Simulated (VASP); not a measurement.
Runs of VASP 6.6.1 on GaP. The structure is that of space group F-43m (No. 216), or close to it. The cells are those of the table. 

| task | cell | k mesh | cutoff (eV) | smearing | gap on the mesh (eV) | pressure (GPa) |
| --- | --- | --- | --- | --- | --- | --- |
| single point | a = 3.831, b = 3.831, c = 3.816 Å, angles 59.9, 59.9, 90.0°, 2 atoms | 8 × 8 × 8 | 520 | gaussian 0.01 eV | 1.37 | -0.5 |
| single point | a = 3.850, b = 3.850, c = 3.814 Å, angles 59.7, 59.7, 90.0°, 2 atoms | 8 × 8 × 8 | 520 | gaussian 0.01 eV | 1.27 | -0.9 |
| single point | a = 3.812 Å, angles 60.0, 60.0, 90.0°, 2 atoms | 8 × 8 × 8 | 520 | gaussian 0.01 eV | 1.43 | 0.1 |
| single point | a = 3.736, b = 3.736, c = 3.798 Å, angles 60.5, 60.5, 90.0°, 2 atoms | 8 × 8 × 8 | 520 | gaussian 0.01 eV | 1.23 | 2.8 |
| relaxation of cell and atoms | relaxed from a = 3.854 Å, angles 60.0, 60.0, 90.0°, 2 atoms | 12 × 12 × 12 | 600 | fermi-dirac 0.08 eV | (c) | 0.0 |
| single point | a = 3.850, b = 3.850, c = 3.820 Å, angles 59.7, 59.7, 90.0°, 2 atoms | 8 × 8 × 8 | 520 | gaussian 0.01 eV | (d) | (a) |
| single point | a = 3.774, b = 3.774, c = 3.805 Å, angles 60.3, 60.3, 90.0°, 2 atoms | 8 × 8 × 8 | 520 | gaussian 0.01 eV | 1.33 | (b) |

Alike in all rows: level LDA; potentials or basis VASP PAW LDA potentials, release 64 (Ga_d, P); no spin polarisation.

Question: Fill in the values left out.

Answer: (a) -1.2; (b) 1.4; (c) 1.39; (d) 1.31.

A k mesh can miss the band edges, and the runs leave out spin-orbit coupling on Ga.
